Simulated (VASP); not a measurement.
Here is a VASP 6.6.1 calculation.

File INCAR:

```
SYSTEM = KTaO3
ALGO = Normal
EDIFF = 1E-7
EDIFFG = -0.008
ENCUT = 600
GGA = PS
IBRION = 2
ISIF = 3
ISMEAR = 0
LASPH = .True.
LCHARG = .False.
LREAL = .False.
LWAVE = .False.
NELM = 60
NSW = 70
PREC = Accurate
PSTRESS = 400.0
SIGMA = 0.02
```

KPOINTS

```
k-points
0
Gamma
  8 8 8
  0 0 0
```

The input POSCAR:

```
KTaO3
1.0
    3.7941193230      0.0000000000      0.0000000000
    0.0000000000      3.7941193230      0.0000000000
    0.0000000000      0.0000000000      3.7941193230
K Ta O
1 1 3
Direct
    0.5000000000      0.5000000000      0.5000000000
    0.0000000000      0.0000000000      0.0000000000
    0.0000000000      0.5000000000      0.0000000000
    0.0000000000      0.0000000000      0.5000000000
    0.5000000000      0.0000000000      0.0000000000
```

Potentials or basis: VASP PAW PBE potentials, release 64 (K_sv, Ta_pv, O).

The run is started by

```bash
$ cat potpaw_PBE.64/K_sv/POTCAR potpaw_PBE.64/Ta_pv/POTCAR potpaw_PBE.64/O/POTCAR > POTCAR
$ mpirun -np 1 vasp_std > vasp.out
```

Problem. Predict the relaxed cell.

Solution. a = 3.804 Å, b = 3.804 Å, c = 3.804 Å, α = 90.00°, β = 90.00°, γ = 90.00°.

Problem. Estimate the band gap on the k mesh.

Solution. 2.35 eV (least direct gap 2.83 eV).

Problem. Predict the space group after relaxing (to 0.1 Å).

Solution. Pm-3m (No. 221).

Problem. Estimate the relaxed volume.

Solution. 11.01 Å³/atom.

Step by step:
```
step  energy change (eV)  largest force (eV/Å)  pressure (GPa)  volume (Å³)
   1              0.0000                0.0000           42.92        54.62
   2             -0.3732                0.0000           32.64        56.21
   3             -0.1116                0.0000           39.98        55.05
```

Caveat: the cell is relaxed towards a set pressure, so the run minimises the enthalpy, not the energy; the PAW data sets were made with another functional, which shifts forces and pressure a little; spin-orbit coupling is left out, which moves the levels of the heavy elements. A k mesh can miss the band edges.
